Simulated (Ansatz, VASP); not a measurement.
# SnTe in VASP and in Ansatz

```
Sn Te
1.0
     4.11770    0.00000   -0.02573
     0.00000    4.00294    0.00000
    -0.02573    0.00000    3.99822
Sn Te
1 1
Direct
  0.99513 0.00000 0.99406
  0.50487 0.50000 0.50594
```

Alike in both runs: task single point; functional PBE; k mesh 10 × 10 × 10; occupations gaussian, width 0.1 eV; no spin polarisation.

|  | VASP | Ansatz |
| --- | --- | --- |
| version | VASP 6.6.1 | Ansatz 0.2.0 |
| potentials or method | VASP PAW PBE potentials, release 64 (Sn_d, Te), cutoff 520 eV | scalar-relativistic, plane waves, PAW |
| valence electrons in the cell | 20 | 30 |

|  | VASP | Ansatz | Ansatz less VASP |
| --- | --- | --- | --- |
| gap on the k mesh at the Fermi level (eV) | none | none | - |
| pressure (GPa) | -3.7 | -3.7 | +0.04 |
| traceless stress, the component that is largest in VASP (GPa) | -0.54 | -0.54 | -0.001 |
| rms of the force components (eV/Å) | 0.045 | 0.045 | +0.0004 |

Atom by atom the forces differ by 0.000 eV/Å (rms over components). A gap of «none» marks a metal or a gap that the smearing closes. VASP's potentials hold 20 valence electrons a cell and Ansatz's 30, so a difference there can come from the potentials and not from the codes.

Neither program's run includes spin-orbit coupling.
